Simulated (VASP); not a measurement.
# Si8HO16 (a cell with a defect) in VASP: single point with PBE+D3(BJ)

Aim: the single point of Si8HO16 (a cell with a defect) with PBE+D3(BJ).

Program: VASP 6.6.1. These are calculated values, not measurements. Logs are shortened: lines on timing, memory, paths and dates and some standing lists are left out, and cuts for length are marked.

**1. The cell of the first run**

The cell holds a defect, 25 atoms: a = 7.880 Å, b = 7.802 Å, c = 7.242 Å, α = 63.95°, β = 62.03°, γ = 57.89°.

**2. Single point, PBE+D3(BJ), collinear spin**

File INCAR:

```
SYSTEM = Si8HO16
ALGO     = Normal         ! electronic algorithm
EDIFF    = 1E-6           ! SCF threshold, eV
ENCUT    = 520            ! plane-wave cutoff, eV
GGA      = PE             ! functional
ISIF     = 2              ! what is computed and relaxed
ISMEAR   = 0              ! smearing method
ISPIN    = 2              ! spin polarisation
IVDW     = 12             ! dispersion correction
LASPH    = .True.         ! aspherical terms in the spheres
LCHARG   = .True.         ! write CHGCAR
LELF     = .True.         ! ELF
LORBIT   = 11             ! projections on sites
LREAL    = Auto         
LVHAR    = .True.       
LWAVE    = .False.        ! write WAVECAR
MAGMOM   = 0 0 0 0 0 0 0 0 0 0 0 0 0 0 0 0 0 0 0 0 0 0 0 0 1 ! initial moments
NBANDS   = 86             ! bands
NELM     = 150            ! most SCF steps
PREC     = Accurate       ! precision mode
SIGMA    = 0.02           ! smearing width, eV
```

File KPOINTS:

```
k-points
0
Gamma
  2 2 2
  0 0 0
```

File POSCAR:

```
Si8HO16
1.0
   -0.2578880000      5.2562670000      5.8652090000
    5.1448570000     -0.0755360000      5.8652090000
    4.9010550000      5.3318030000      0.0000000000
Si O H
8 16 1
Direct
    0.0687329404      0.0471085877      0.1636662439
    0.2348707856      0.5979677425      0.2595307987
    0.1830742434      0.9348130435      0.5648300566
    0.3391862774      0.2010016267      0.1555374400
    0.5701321609      0.5468445077      0.6625796907
    0.7352218342      0.0972659450      0.7598215232
    0.6828111926      0.4366004751      0.0646704312
    0.8390124312      0.7012217808      0.6554159641
    0.3308767710      0.6941478195      0.6547534957
    0.2263126819      0.4417306226      0.1735826220
    0.5761404318      0.4565837404      0.9083150322
    0.2073058963      0.1849423535      0.0466039489
    0.3274651813      0.0661982490      0.4079290430
    0.9739583433      0.0262697602      0.7602946451
    0.6649081225      0.3324269163      0.5926120460
    0.5823802565      0.0948878503      1.0093126369
    0.8295075488      0.1957989820      0.1560637307
    0.7259431796      0.9417077183      0.6735995245
    0.0753896149      0.9557677365      0.4090395682
    0.7089918690      0.6845255397      0.5442254639
    0.8273636409      0.5680340661      0.9086692467
    0.4732152432      0.5294963248      0.2589641830
    0.1624392562      0.8332596967      0.0931428545
    0.0820639755      0.5956258995      0.5089538763
    0.3449454216      0.2121253155      0.6458145340
```

Potentials or basis: VASP PAW PBE potentials, release 64 (Si, O, H).

The run is started by

```console
> cat potpaw_PBE.64/Si/POTCAR potpaw_PBE.64/O/POTCAR potpaw_PBE.64/H/POTCAR > POTCAR
> mpirun -np 1 vasp_std > vasp.out
```

OUTCAR:

```text
SYSTEM = Si8HO16
   EDIFF = 1E-6
   ENCUT = 520
   GGA = PE
   ISIF = 2
   ISMEAR = 0
   ISPIN = 2
   IVDW = 12
   LASPH = .True.
   LORBIT = 11
   LREAL = Auto
   NELM = 150
   PREC = Accurate
 IVDW          = 12

 ion  position               nearest neighbor table
   1  0.069  0.047  0.164-  19 1.61  17 1.62  12 1.63  23 1.64   2 2.88   4 2.92   7 3.05   3 3.07

   2  0.235  0.598  0.260-  24 1.63  10 1.63  23 1.65  22 1.66   7 2.86   1 2.88   8 3.09   4 3.10

   3  0.183  0.935  0.565-  19 1.61   9 1.62  13 1.63  14 1.64   6 2.86   4 2.92   5 3.05   1 3.07
[... 12 lines left out ...]
  10  0.226  0.442  0.174-   4 1.63   2 1.63
  11  0.576  0.457  0.908-   5 1.62   7 1.62
  12  0.207  0.185  0.047-   1 1.63   4 1.65
  13  0.327  0.066  0.408-   3 1.63   4 1.65
  14  0.974  0.026  0.760-   3 1.64   6 1.66
[... 8 lines left out ...]
  23  0.162  0.833  0.093-   1 1.64   2 1.65
  24  0.082  0.596  0.509-   8 1.63   2 1.63
  25  0.345  0.212  0.646-

  Warning from LATTYP: Got some problem with cell dimensions!
  Tried to take original basis but could not verify dimensions!
  LATTYP: Found a triclinic cell.
 ALAT       =     7.9811923351
 B/A-ratio  =     1.4698805298
 C/A-ratio  =     0.9073996502
 COS(alpha) =     0.0102933026
 COS(beta)  =     0.4781241688
 COS(gamma) =     0.7435053402

  Lattice vectors:

 A1 = (   0.2438020000,  -5.4073390000,   5.8652090000)
 A2 = (  -0.0140860000,  -0.1510720000,  11.7304180000)
 A3 = (  -4.9010550000,  -5.3318030000,   0.0000000000)

Analysis of symmetry for initial positions (statically):
=====================================================================
 Subroutine PRICEL returns:
 Original cell was already a primitive cell.

 Routine SETGRP: Setting up the symmetry group for a
 triclinic supercell.

 Subroutine GETGRP returns: Found  1 space group operations
 (whereof  1 operations were pure point group operations)
 out of a pool of  2 trial point group operations.

The static configuration has the point symmetry C_1 .

Analysis of symmetry for dynamics (positions and initial velocities):
=====================================================================
 Subroutine PRICEL returns:
 Original cell was already a primitive cell.

 Routine SETGRP: Setting up the symmetry group for a
 triclinic supercell.

 Subroutine GETGRP returns: Found  1 space group operations
 (whereof  1 operations were pure point group operations)
 out of a pool of  2 trial point group operations.

The dynamic configuration has the point symmetry C_1 .

Analysis of structural, dynamic, and magnetic symmetry:
=====================================================================
 Subroutine PRICEL returns:
 Original cell was already a primitive cell.

 Routine SETGRP: Setting up the symmetry group for a
 triclinic supercell.

 Subroutine GETGRP returns: Found  1 space group operations
 (whereof  1 operations were pure point group operations)
 out of a pool of  2 trial point group operations.

The overall configuration has the point symmetry C_1 .

 Subroutine INISYM returns: Found  1 space group operations
 (whereof  1 operations are pure point group operations),
 and found     1 'primitive' translations

----------------------------------------------------------------------------------------

                                     Primitive cell

  volume of cell :     322.2219

  direct lattice vectors                    reciprocal lattice vectors
    -0.257888000  5.256267000  5.865209000    -0.097051573  0.089210929  0.086280830
     5.144857000 -0.075536000  5.865209000     0.097051573 -0.089210929  0.084216078
     4.901055000  5.331803000  0.000000000     0.097051573  0.098342887 -0.083865390

  length of vectors
     7.880071422  7.802303240  7.242131133     0.157549927  0.156428723  0.161628385

  position of ions in fractional coordinates (direct lattice)
     0.068732940  0.047108588  0.163666244
     0.234870786  0.597967743  0.259530799
     0.183074243  0.934813044  0.564830057
     0.339186277  0.201001627  0.155537440
[... 72 lines left out ...]
 ===========================================

 Found      8 irreducible k-points:

 Following reciprocal coordinates:
            Coordinates               Weight
  0.000000  0.000000  0.000000      1.000000
  0.500000  0.000000 -0.000000      1.000000
 -0.000000  0.500000 -0.000000      1.000000
  0.500000  0.500000  0.000000      1.000000
  0.000000  0.000000  0.500000      1.000000
  0.500000 -0.000000  0.500000      1.000000
 -0.000000  0.500000  0.500000      1.000000
  0.500000  0.500000  0.500000      1.000000
   k-points           NKPTS =      8   k-points in BZ     NKDIM =      8   number of bands    NBANDS=     86
   number of dos      NEDOS =    301   number of ions     NIONS =     25
   total plane-waves  NPLWV = 194400
   dimension x,y,z NGX =    60 NGY =   60 NGZ =   54
   dimension x,y,z NGXF=   120 NGYF=  120 NGZF=  108
   ions per type =               8  16   1
   NGX,Y,Z   is equivalent  to a cutoff of  12.66, 12.78, 12.40 a.u.
   NGXF,Y,Z  is equivalent  to a cutoff of  25.32, 25.57, 24.79 a.u.
 SYSTEM =  Si8HO16
   PREC   = accura    normal or accurate (medium, high low for compatibility)
   ISTART =      0    job   : 0-new  1-cont  2-samecut
   ICHARG =      2    charge: 1-file 2-atom 10-const
   ISPIN  =      2    spin polarized calculation?
   LNONCOLLINEAR =      F non collinear calculations
   LSORBIT =      F    spin-orbit coupling
   LASPH  =      T    aspherical Exc in radial PAW
   ENCUT  =  520.0 eV  38.22 Ry    6.18 a.u.  14.65 14.51 13.47*2*pi/ulx,y,z
   NELM   =    150;   NELMIN=  2; NELMDL= -5     # of ELM steps
   EDIFF  = 0.1E-05   stopping-criterion for ELM
   LREAL  =      T    real-space projection
   EDIFFG = 0.1E-04   stopping-criterion for IOM
   NSW    =      0    number of steps for IOM
   IBRION =     -1    ionic relax: 0-MD 1-quasi-New 2-CG
   NFREE  =      0    steps in history (QN), initial steepest desc. (CG)
   ISIF   =      2    stress and relaxation
   ISYM   =      2    0-nonsym 1-usesym 2-fastsym
   POTIM  = 0.5000    time-step for ionic-motion
   TEBEG  =    0.0;   TEEND  =   0.0 temperature during run
   PSTRESS=    0.0 pullay stress
   NELECT =     129.0000    total number of electrons
   NUPDOWN=      -1.0000    fix difference up-down
   EMIN   =  10.00;   EMAX   =-10.00  energy-range for DOS
   EFERMI =   0.00;   METHOD = LEGACY
   ISMEAR =     0;   SIGMA  =   0.02  broadening in eV -4-tet -1-fermi 0-gaus
   EFERMI_NEDOS =   21; number of points for ismear=-14 and -15
   IALGO  =     38    algorithm
   IMIX   =      4    mixing-type and parameters
     AMIX     =   0.40;   BMIX     =  1.00
     AMIX_MAG =   1.60;   BMIX_MAG =  1.00
  volume/ion in A,a.u.               =      12.89        86.98
  Fermi-wavevector in a.u.,A,eV,Ry     =   1.206572  2.280090 19.807563  1.455815
  Thomas-Fermi vector in A             =   2.342235
   LORBIT       =     11    0 simple, 1 ext, 2 COOP (PROOUT), +10 PAW based schemes
   GGA     = PE    functional components
   LHFCALC =     F    Hartree Fock is set to
   AEXX    =    0.0000 exact exchange contribution
   IVDW    =    12    specifies the selected vdW correction
   LEPSILON=     F    determine dielectric tensor
   LRPA    =     F    only Hartree local field effects (RPA)
 spin polarized calculation
 Gauss-broadening in eV      SIGMA  =   0.02
  energy-cutoff  :      520.00
  volume of cell :      322.22
 maximum number of plane-waves:      8688
 NGX is ok and might be reduce to    60
   NGX = 29   NGY = 29   NGZ = 27

 number of electron     128.9999984 magnetization       1.0000000

 Free energy of the ion-electron system (eV)
  ---------------------------------------------------
  ext. energy  EPLUGINS =         0.00000000
  ---------------------------------------------------
  free energy    TOTEN  =      -187.44271101 eV

  energy without entropy =     -187.44271101  energy(sigma->0) =     -187.44271101

 E-fermi :   2.1897     XC(G=0):  -8.8917

 val. band max:        2.0299876486   @ k =   0.5000  -0.0000   0.5000
 cond. band min:       5.5970211433   @ k =   0.0000   0.0000   0.0000
 fundamental gap:      3.5670334947
 Fermi energy:         2.1897484179

 spin component 1

 k-point     1 :       0.0000    0.0000    0.0000
  band No.  band energies     occupation
      1     -18.9358      1.00000
      2     -18.2196      1.00000
      3     -18.0073      1.00000
      4     -17.6349      1.00000
      5     -17.5447      1.00000
      6     -17.5185      1.00000
[... 621 lines left out ...]
     75       9.9974      0.00000
     76      10.1613      0.00000
 Fermi energy:         2.1897484179

 spin component 2

 k-point     1 :       0.0000    0.0000    0.0000
  band No.  band energies     occupation
      1     -18.9311      1.00000
      2     -18.2139      1.00000
      3     -18.0035      1.00000
      4     -17.6281      1.00000
      5     -17.5396      1.00000
      6     -17.5137      1.00000
[... 621 lines left out ...]
     75      10.0050      0.00000
     76      10.1713      0.00000
 [bands above 76 left out]

------------------------ aborting loop because EDIFF is reached ----------------------------------------

 Edisp (eV)   -3.35913

 E8    (eV) :    -1.1256

  FORCE on cell =-STRESS in cart. coord.  units (eV):
  Direction    XX          YY          ZZ          XY          YZ          ZX
  --------------------------------------------------------------------------------------
  -------------------------------------------------------------------------------------
  Total      -0.56355     3.68866    10.43117     1.98097    -0.20212    -0.37576
  in kB      -2.80214    18.34103    51.86668     9.84994    -1.00500    -1.86840
  external pressure =       22.47 kB  Pullay stress =        0.00 kB

 VOLUME and BASIS-vectors are now :
 -----------------------------------------------------------------------------
  energy-cutoff  :      520.00
  volume of cell :      322.22
      direct lattice vectors                 reciprocal lattice vectors
    -0.257888000  5.256267000  5.865209000    -0.097051573  0.089210929  0.086280830
     5.144857000 -0.075536000  5.865209000     0.097051573 -0.089210929  0.084216078
     4.901055000  5.331803000  0.000000000     0.097051573  0.098342887 -0.083865390

 POSITION                                       TOTAL-FORCE (eV/Angst)
 -----------------------------------------------------------------------------------
      1.02678      1.23036      0.67943        -0.013213     -0.067274     -0.038604
      4.28786      2.57314      4.88477         0.005417     -0.013179     -0.036488
      7.53053      3.90324      6.55664         0.025155      0.044140     -0.038178
      1.70895      2.59697      3.16831         0.013897     -0.002528      0.055990
      5.91375      6.48820      6.55130        -0.004874     -0.031827     -0.050439
      4.03474      7.90839      4.88271         0.008719      0.006774     -0.019739
[... 17 lines left out ...]
      5.53766      3.10000      3.97479         0.009323     -0.010479      0.003409
      4.16757      5.24046      3.26734         0.002703     -0.003592     -0.000112
 -----------------------------------------------------------------------------------
    total drift:                               -0.023242     -0.014149      0.015635

  FREE ENERGIE OF THE ION-ELECTRON SYSTEM (eV)
  ---------------------------------------------------
  free  energy   TOTEN  =      -190.8018455455 eV

  energy  without entropy=     -190.8018455455  energy(sigma->0) =     -190.80184555

 total charge

# of ion       s       p       d       tot
------------------------------------------
    1        0.650   1.001   0.000   1.651
    2        0.641   0.957   0.000   1.598
    3        0.651   1.001   0.000   1.653
    4        0.642   0.966   0.000   1.608
    5        0.651   1.000   0.000   1.651
    6        0.641   0.956   0.000   1.597
[... 17 lines left out ...]
   24        1.550   3.678   0.000   5.229
   25        0.390   0.001   0.000   0.390
--------------------------------------------------
tot         30.425  66.608   0.000  97.034

 magnetization (x)

# of ion       s       p       d       tot
------------------------------------------
    1       -0.000  -0.000   0.000  -0.000
    2       -0.000  -0.000   0.000  -0.000
    3       -0.000  -0.000   0.000  -0.000
    4        0.000   0.001   0.000   0.001
    5        0.000   0.000   0.000   0.000
    6       -0.000  -0.000   0.000  -0.000
[... 17 lines left out ...]
   24        0.002   0.009   0.000   0.011
   25        0.380   0.000   0.000   0.381
--------------------------------------------------
tot          0.392   0.057   0.000   0.449
```

Wall time 12 min (1 thread of Intel Xeon Platinum 8488C (Sapphire Rapids), shared host); peak memory 0.72 GiB.

Results:

```yaml
Free_energy: -190.8018 eV
Pressure: 2.2 GPa
Largest_force: 0.079 eV/Å
Band_gap_on_the_k_mesh: 3.57 eV
Net_moment: 1.00 μB per cell
Site_moments: Si -0.00, +0.00 (each value once); O +0.00, +0.01 (each value once); H +0.38 μB
Valence_electrons_inside_the_program's_atomic_spheres: Si 1.65, 1.60, 1.61 (each value once); O 5.24, 5.22, 5.29, 5.21, 5.20, 5.23 (each value once); H 0.39
Dispersion_energy_per_atom: -0.134 eV
```

Forces on the atoms (eV/Å):
```
Si  -0.013 -0.067 -0.039
Si   0.005 -0.013 -0.036
Si   0.025  0.044 -0.038
Si   0.014 -0.003  0.056
Si  -0.005 -0.032 -0.050
Si   0.009  0.007 -0.020
Si  -0.010  0.046 -0.036
Si  -0.019 -0.002  0.037
O    0.008  0.018  0.018
O   -0.001  0.016 -0.008
O   -0.014 -0.006  0.017
O   -0.004 -0.012 -0.006
O   -0.008  0.015  0.011
O    0.018 -0.002  0.000
O   -0.005  0.002  0.013
O   -0.010 -0.011  0.007
O    0.005 -0.006  0.020
O   -0.003  0.018  0.012
O   -0.002 -0.005  0.002
O   -0.008  0.001  0.010
O    0.004  0.002  0.008
O    0.011  0.016  0.007
O   -0.008 -0.010  0.012
O    0.009 -0.010  0.003
H    0.003 -0.004  0.000
```

Stress tensor (GPa, compression positive):
```
-0.28  0.98 -0.19
 0.98  1.83 -0.10
-0.19 -0.10  5.19
```

Levels at points of the mesh, in eV from the valence-band top:
Spin up:
| k point | band 61 | band 62 | band 63 | band 64 | band 65 | band 66 | band 67 | band 68 | band 69 | band 70 |
| --- | --- | --- | --- | --- | --- | --- | --- | --- | --- | --- |
| (0.00, 0.00, 0.00) | -1.69 | -1.44 | -1.38 | -1.30 | -0.24 | 4.39 | 6.41 | 6.63 | 6.86 | 7.56 |
| (0.50, 0.00, 0.00) | -1.58 | -1.57 | -1.45 | -1.43 | -0.10 | 5.41 | 5.77 | 6.89 | 6.97 | 7.05 |
| (0.00, 0.50, 0.00) | -1.58 | -1.57 | -1.43 | -1.41 | -0.10 | 5.40 | 5.76 | 6.91 | 6.98 | 7.06 |
| (0.50, 0.50, 0.00) | -1.65 | -1.62 | -1.41 | -1.28 | -0.08 | 5.43 | 6.18 | 6.66 | 6.88 | 7.10 |
| (0.00, 0.00, 0.50) | -1.59 | -1.58 | -1.43 | -1.42 | -0.05 | 5.43 | 5.71 | 6.73 | 6.79 | 7.32 |
| (0.50, 0.00, 0.50) | -1.72 | -1.67 | -1.47 | -1.45 | 0.00 | 5.44 | 6.25 | 6.29 | 6.33 | 7.27 |
| (0.00, 0.50, 0.50) | -1.64 | -1.55 | -1.47 | -1.25 | -0.04 | 5.97 | 6.22 | 6.37 | 6.50 | 7.16 |
| (0.50, 0.50, 0.50) | -1.59 | -1.58 | -1.44 | -1.43 | -0.06 | 5.45 | 5.72 | 6.72 | 6.78 | 7.29 |
Spin down:
```
           k point  band 60  band 61  band 62  band 63  band 64  band 65  band 66  band 67  band 68  band 69
(0.00, 0.00, 0.00)    -1.73    -1.63    -1.43    -1.37    -1.29     3.57     5.51     6.48     6.63     6.89
(0.50, 0.00, 0.00)    -1.77    -1.57    -1.56    -1.43    -1.42     4.34     5.43     6.23     6.94     6.98
(0.00, 0.50, 0.00)    -1.75    -1.57    -1.56    -1.41    -1.40     4.33     5.42     6.23     6.95     7.00
(0.50, 0.50, 0.00)    -1.74    -1.64    -1.62    -1.39    -1.28     4.45     5.48     6.27     6.66     7.10
(0.00, 0.00, 0.50)    -1.79    -1.58    -1.57    -1.42    -1.41     4.41     5.44     6.06     6.77     6.79
(0.50, 0.00, 0.50)    -1.81    -1.71    -1.67    -1.44    -1.44     4.63     5.45     6.27     6.29     6.50
(0.00, 0.50, 0.50)    -1.83    -1.63    -1.55    -1.45    -1.24     4.61     5.98     6.25     6.39     6.75
(0.50, 0.50, 0.50)    -1.78    -1.58    -1.58    -1.43    -1.42     4.43     5.46     6.06     6.75     6.78
```

Caveat: the k points lie up to 0.51 Å⁻¹ apart.
